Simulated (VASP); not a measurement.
Runs of VASP 6.6.1 on KI. The structure is that of space group Fm-3m (No. 225), or close to it. The cells are those of the table. 

| cell | gap on the mesh (eV) | pressure (GPa) |
| --- | --- | --- |
| a = 4.985, b = 5.016 Å, angles 59.8, 59.6, 59.8°, 2 atoms | 3.96 | 0.7 |
| a = 4.984, b = 4.991 Å, angles 60.0°, 2 atoms | (a) | 0.7 |
| a = 4.984, b = 5.003 Å, angles 59.9, 59.8, 59.9°, 2 atoms | 3.97 | 0.7 |
| a = 4.985, b = 5.022 Å, angles 59.8, 59.5, 59.8°, 2 atoms | 3.96 | 0.7 |
| a = 4.984, b = 4.997 Å, angles 59.9, 59.8, 59.9°, 2 atoms | 3.97 | 0.7 |
| a = 4.985, b = 5.028 Å, angles 59.7, 59.4, 59.7°, 2 atoms | 3.96 | 0.7 |
| a = 4.985, b = 4.935 Å, angles 60.3, 60.7, 60.3°, 2 atoms | 3.95 | 0.7 |
| a = 4.984, b = 4.960 Å, angles 60.2, 60.3, 60.2°, 2 atoms | 3.97 | 0.7 |

Alike in all rows: task single point; level PBE; potentials or basis VASP PAW PBE potentials, release 64 (K_sv, I); no spin polarisation; k mesh 6 × 6 × 6; cutoff (eV) 520; smearing gaussian 0.05 eV.

**Question.** Estimate the missing entries.

**Answer.** (a) 3.98.

Caveats: spin-orbit coupling is left out, which moves the levels of the heavy elements.

A k mesh can miss the band edges, and the runs leave out spin-orbit coupling on I.
